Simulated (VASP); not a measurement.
# YbSe2 (Fm-3m) in VASP: further runs, part 2 of 2

VASP 6.6.1. Earlier steps stand in the parts before.

## (3) Single point, PBE, collinear spin, ferromagnetic start

INCAR

```
PREC = Accurate
ENCUT = 520
EDIFF = 1E-6
ISMEAR = 0
SIGMA = 0.05
LREAL = F
LASPH = T
NELM = 150
ALGO = Normal
ISIF = 2
LWAVE = F
LCHARG = T
ISPIN = 2
MAGMOM = 1 0 0
LORBIT = 11
LMAXMIX = 6
GGA = PE
LELF = T
LVHAR = T
NBANDS = 29
```

KPOINTS

```
Automatic mesh
0
Gamma
  10 10 10
```

POSCAR

```
YbSe2
1.0
    0.0000000000      3.4085997213      3.4085997213
    3.4085997213      0.0000000000      3.4085997213
    3.4085997213      3.4085997213      0.0000000000
Yb Se
1 2
Direct
    0.0000000000      0.0000000000      0.0000000000
    0.2500000000      0.2500000000      0.2500000000
    0.7500000000      0.7500000000      0.7500000000
```

Potentials or basis: VASP PAW PBE potentials, release 64 (Yb, Se).

On the command line:

```sh
cat potpaw_PBE.64/Yb/POTCAR potpaw_PBE.64/Se/POTCAR > POTCAR
mpirun -np 1 vasp_std > vasp.out
```

OUTCAR:

```text
PREC = Accurate
   ENCUT = 520
   EDIFF = 1E-6
   ISMEAR = 0
   LREAL = F
   LASPH = T
   NELM = 150
   ISIF = 2
   ISPIN = 2
   LORBIT = 11
   GGA = PE

 ion  position               nearest neighbor table
   1  0.000  0.000  0.000-   3 2.95   3 2.95   3 2.95   2 2.95   3 2.95   2 2.95   2 2.95   2 2.95

   2  0.250  0.250  0.250-   1 2.95   1 2.95   1 2.95   1 2.95
   3  0.750  0.750  0.750-   1 2.95   1 2.95   1 2.95   1 2.95

  LATTYP: Found a face centered cubic cell.
 ALAT       =     6.8171994426

  Lattice vectors:

 A1 = (   0.0000000000,   3.4085997213,   3.4085997213)
 A2 = (   3.4085997213,   0.0000000000,   3.4085997213)
 A3 = (   3.4085997213,   3.4085997213,   0.0000000000)

Analysis of symmetry for initial positions (statically):
=====================================================================
 Subroutine PRICEL returns:
 Original cell was already a primitive cell.

 Routine SETGRP: Setting up the symmetry group for a
 face centered cubic supercell.

 Subroutine GETGRP returns: Found 48 space group operations
 (whereof 48 operations were pure point group operations)
 out of a pool of 48 trial point group operations.

The static configuration has the point symmetry O_h .

Analysis of symmetry for dynamics (positions and initial velocities):
=====================================================================
 Subroutine PRICEL returns:
 Original cell was already a primitive cell.

 Routine SETGRP: Setting up the symmetry group for a
 face centered cubic supercell.

 Subroutine GETGRP returns: Found 48 space group operations
 (whereof 48 operations were pure point group operations)
 out of a pool of 48 trial point group operations.

The dynamic configuration has the point symmetry O_h .

Analysis of structural, dynamic, and magnetic symmetry:
=====================================================================
 Subroutine PRICEL returns:
 Original cell was already a primitive cell.

 Routine SETGRP: Setting up the symmetry group for a
 face centered cubic supercell.

 Subroutine GETGRP returns: Found 48 space group operations
 (whereof 48 operations were pure point group operations)
 out of a pool of 48 trial point group operations.

The overall configuration has the point symmetry O_h .

 Subroutine INISYM returns: Found 48 space group operations
 (whereof 48 operations are pure point group operations),
 and found     1 'primitive' translations

----------------------------------------------------------------------------------------

                                     Primitive cell

  volume of cell :      79.2060

  direct lattice vectors                    reciprocal lattice vectors
     0.000000000  3.408599721  3.408599721    -0.146687802  0.146687802  0.146687802
     3.408599721  0.000000000  3.408599721     0.146687802 -0.146687802  0.146687802
     3.408599721  3.408599721  0.000000000     0.146687802  0.146687802 -0.146687802

  length of vectors
     4.820487955  4.820487955  4.820487955     0.254070725  0.254070725  0.254070725

  position of ions in fractional coordinates (direct lattice)
     0.000000000  0.000000000  0.000000000
     0.250000000  0.250000000  0.250000000
     0.750000000  0.750000000  0.750000000
[... 76 lines left out ...]
   ENCUT  =  520.0 eV  38.22 Ry    6.18 a.u.   8.96  8.96  8.96*2*pi/ulx,y,z
   NELM   =    150;   NELMIN=  2; NELMDL= -5     # of ELM steps
   EDIFF  = 0.1E-05   stopping-criterion for ELM
   LREAL  =      F    real-space projection
   EDIFFG = 0.1E-04   stopping-criterion for IOM
   NSW    =      0    number of steps for IOM
   IBRION =     -1    ionic relax: 0-MD 1-quasi-New 2-CG
   NFREE  =      0    steps in history (QN), initial steepest desc. (CG)
   ISIF   =      2    stress and relaxation
   ISYM   =      2    0-nonsym 1-usesym 2-fastsym
   POTIM  = 0.5000    time-step for ionic-motion
   TEBEG  =    0.0;   TEEND  =   0.0 temperature during run
   PSTRESS=    0.0 pullay stress
   NELECT =      36.0000    total number of electrons
   NUPDOWN=      -1.0000    fix difference up-down
   EMIN   =  10.00;   EMAX   =-10.00  energy-range for DOS
   EFERMI =   0.00;   METHOD = LEGACY
   ISMEAR =     0;   SIGMA  =   0.05  broadening in eV -4-tet -1-fermi 0-gaus
   EFERMI_NEDOS =   21; number of points for ismear=-14 and -15
   IALGO  =     38    algorithm
   IMIX   =      4    mixing-type and parameters
     AMIX     =   0.40;   BMIX     =  1.00
     AMIX_MAG =   1.60;   BMIX_MAG =  1.00
  volume/ion in A,a.u.               =      26.40       178.17
  Fermi-wavevector in a.u.,A,eV,Ry     =   1.258702  2.378602 21.556135  1.584331
  Thomas-Fermi vector in A             =   2.392299
   LORBIT       =     11    0 simple, 1 ext, 2 COOP (PROOUT), +10 PAW based schemes
   GGA     = PE    functional components
   LHFCALC =     F    Hartree Fock is set to
   AEXX    =    0.0000 exact exchange contribution
   IVDW    =     0    specifies the selected vdW correction
   LEPSILON=     F    determine dielectric tensor
   LRPA    =     F    only Hartree local field effects (RPA)
 spin polarized calculation
 Gauss-broadening in eV      SIGMA  =   0.05
  energy-cutoff  :      520.00
  volume of cell :       79.21
 maximum number of plane-waves:      2162
   NGX = 17   NGY = 17   NGZ = 17

 number of electron      35.9999995 magnetization       0.0041846

 number of electron      35.9999995 magnetization      -0.0445288

 Free energy of the ion-electron system (eV)
  ---------------------------------------------------
  ext. energy  EPLUGINS =         0.00000000
  ---------------------------------------------------
  free energy    TOTEN  =       -13.82423738 eV

  energy without entropy =      -13.81607072  energy(sigma->0) =      -13.82015405

 E-fermi :   2.1701     XC(G=0):  -9.5706

 val. band max:        2.1691993618   @ k =   0.4000   0.3000   0.0000
 cond. band min:       2.1751841768   @ k =   0.5000   0.2000   0.0000
 fundamental gap:      0.0059848150
 Fermi energy:         2.1700806459

 spin component 1

 k-point     1 :       0.0000    0.0000    0.0000
  band No.  band energies     occupation
      1     -49.0724      1.00000
      2     -21.2863      1.00000
      3     -21.2863      1.00000
      4     -21.2863      1.00000
      5     -10.9300      1.00000
      6      -8.7137      1.00000
[... 757 lines left out ...]
     28      12.6293      0.00000
     29      13.2980      0.00000

 [... further k-points ...]

 spin component 2

 k-point     1 :       0.0000    0.0000    0.0000
  band No.  band energies     occupation
      1     -49.0837      1.00000
      2     -21.2943      1.00000
      3     -21.2943      1.00000
      4     -21.2943      1.00000
      5     -10.9366      1.00000
      6      -8.7209      1.00000
[... 757 lines left out ...]
     28      12.6257      0.00000
     29      13.2981      0.00000

 [... further k-points ...]

------------------------ aborting loop because EDIFF is reached ----------------------------------------

  FORCE on cell =-STRESS in cart. coord.  units (eV):
  Direction    XX          YY          ZZ          XY          YZ          ZX
  --------------------------------------------------------------------------------------
  -------------------------------------------------------------------------------------
  Total       -0.1527476     -0.1527476     -0.1527476     -0.0000000      0.0000000      0.0000000
  in kB       -3.0897763     -3.0897763     -3.0897763     -0.0000000      0.0000000      0.0000000
  external PRESSURE =      -3.0897763 kB  Pullay stress =       0.0000000 kB

 VOLUME and BASIS-vectors are now :
 -----------------------------------------------------------------------------
  energy-cutoff  :      520.00
  volume of cell :       79.21
      direct lattice vectors                 reciprocal lattice vectors
     0.000000000  3.408599721  3.408599721    -0.146687802  0.146687802  0.146687802
     3.408599721  0.000000000  3.408599721     0.146687802 -0.146687802  0.146687802
     3.408599721  3.408599721  0.000000000     0.146687802  0.146687802 -0.146687802

 POSITION                                       TOTAL-FORCE (eV/Angst)
 -----------------------------------------------------------------------------------
      0.00000      0.00000      0.00000         0.000000     -0.000000      0.000000
      1.70430      1.70430      1.70430         0.000000     -0.000000      0.000000
      5.11290      5.11290      5.11290        -0.000000      0.000000     -0.000000
 -----------------------------------------------------------------------------------
    total drift:                               -0.000000      0.000000      0.000000

  FREE ENERGIE OF THE ION-ELECTRON SYSTEM (eV)
  ---------------------------------------------------
  free  energy   TOTEN  =       -13.8242373802 eV

  energy  without entropy=      -13.8160707227  energy(sigma->0) =      -13.82015405

 total charge

# of ion       s       p       d       f       tot
--------------------------------------------------
    1        2.127   6.025   0.411  13.457  22.020
    2        1.474   2.314   0.019   0.000   3.807
    3        1.474   2.314   0.019   0.000   3.807
--------------------------------------------------
tot          5.075  10.653   0.449  13.457  29.633

 magnetization (x)

# of ion       s       p       d       f       tot
--------------------------------------------------
    1        0.000   0.000  -0.001  -0.024  -0.025
    2       -0.000  -0.005  -0.000   0.000  -0.005
    3       -0.000  -0.005  -0.000   0.000  -0.005
--------------------------------------------------
tot         -0.000  -0.010  -0.001  -0.024  -0.036
```

OSZICAR:

```text
N       E                     dE             d eps       ncg     rms          rms(c)
DAV:   1     0.253041725784E+03    0.25304E+03   -0.12592E+04  8234   0.734E+03
DAV:   2     0.240605920624E+02   -0.22898E+03   -0.21572E+03  8273   0.972E+02
DAV:   3    -0.101804068578E+02   -0.34241E+02   -0.33097E+02  8306   0.149E+02
[... 26 lines left out ...]
DAV:  30    -0.138242304917E+02   -0.11070E-04   -0.32472E-05  9265   0.121E-01    0.367E-01
DAV:  31    -0.138242300784E+02    0.41332E-06   -0.12490E-05  8376   0.136E-01    0.267E-01
DAV:  32    -0.138242323900E+02   -0.23117E-05   -0.71677E-06  7412   0.132E-01    0.187E-01
DAV:  33    -0.138242350508E+02   -0.26608E-05   -0.18321E-05  7544   0.218E-01    0.981E-02
DAV:  34    -0.138242364899E+02   -0.14391E-05   -0.34232E-06  6378   0.616E-02    0.398E-02
DAV:  35    -0.138242373802E+02   -0.89038E-06   -0.17833E-06  4841   0.377E-02
   1 F= -.13824237E+02 E0= -.13820154E+02  d E =-.816666E-02  mag=    -0.0395
```

stdout:

```text
POSCAR found type information on POSCAR YbSe
 POSCAR found :  2 types and       3 ions
 scaLAPACK will be used
 LDA part: xc-table for (Slater+PW92), standard interpolation
 POSCAR, INCAR and KPOINTS ok, starting setup
 FFT: planning ... GRIDC
 FFT: planning ... GRID_SOFT
 FFT: planning ... GRID
 WAVECAR not read
 entering main loop
```

It took 6.4 min on 1 thread of AMD EPYC 9R45 (Zen 5), shared host; peak memory 0.34 GiB.

Results:

```
Free energy                                           : -13.8242 eV
Pressure                                              : -0.3 GPa
Net moment                                            : -0.04 μB per cell
Site moments                                          : Yb -0.03; Se -0.01 μB
Valence electrons inside the program's atomic spheres : Yb 22.02; Se 3.81
```

Caveat: spin-orbit coupling is left out, which moves the levels of the heavy elements.

## (4) Single point, LDA, collinear spin, ferromagnetic start

INCAR

```
PREC = Accurate ; ENCUT = 520
EDIFF = 1E-6 ; ISMEAR = 0
SIGMA = 0.05 ; LREAL = False
LASPH = True ; NELM = 150
ALGO = Normal ; ISIF = 2
LWAVE = False ; LCHARG = True
ISPIN = 2 ; MAGMOM = 1 0 0
LORBIT = 11 ; LMAXMIX = 6
GGA = CA ; LELF = True
LVHAR = True ; NBANDS = 29
```

KPOINTS

```
regular mesh
0
Gamma
  10 10 10
```

POSCAR is that of step 3.

On the command line:

```sh
cat potpaw_PBE.64/Yb/POTCAR potpaw_PBE.64/Se/POTCAR > POTCAR
mpirun -np 1 vasp_std > vasp.out
```

Wall time 5.4 min (1 thread of AMD EPYC 9R45 (Zen 5), shared host); peak memory 0.29 GiB.

It converged, with:

```
Free energy                                           : -15.8577 eV
Pressure                                              : -4.8 GPa
Band gap on the k mesh                                : zero (filled and empty bands overlap)
Net moment                                            : 0.00 μB per cell
Valence electrons inside the program's atomic spheres : Yb 21.99; Se 3.79
```

Levels at points of the mesh, in eV from the Fermi level:
Spin up:
| k point | band 16 | band 17 | band 18 | band 19 | band 20 | band 21 |
| --- | --- | --- | --- | --- | --- | --- |
| (0.00, 0.00, 0.00) | -0.39 | 0.46 | 0.46 | 0.46 | 3.24 | 3.24 |
| (0.50, 0.00, 0.00) | -0.39 | -0.30 | -0.25 | -0.25 | 3.96 | 3.96 |
| (0.50, 0.50, 0.00) | -0.35 | -0.09 | -0.09 | 1.36 | 2.24 | 4.76 |
Spin down:
```tsv
k point	band 16	band 17	band 18	band 19	band 20	band 21
(0.00, 0.00, 0.00)	-0.39	0.46	0.46	0.46	3.24	3.24
(0.50, 0.00, 0.00)	-0.39	-0.30	-0.25	-0.25	3.96	3.96
(0.50, 0.50, 0.00)	-0.35	-0.09	-0.09	1.36	2.24	4.76
```

Caveat: the cell stands under tension; the PAW data sets were made with another functional, which shifts forces and pressure a little; spin-orbit coupling is left out, which moves the levels of the heavy elements.
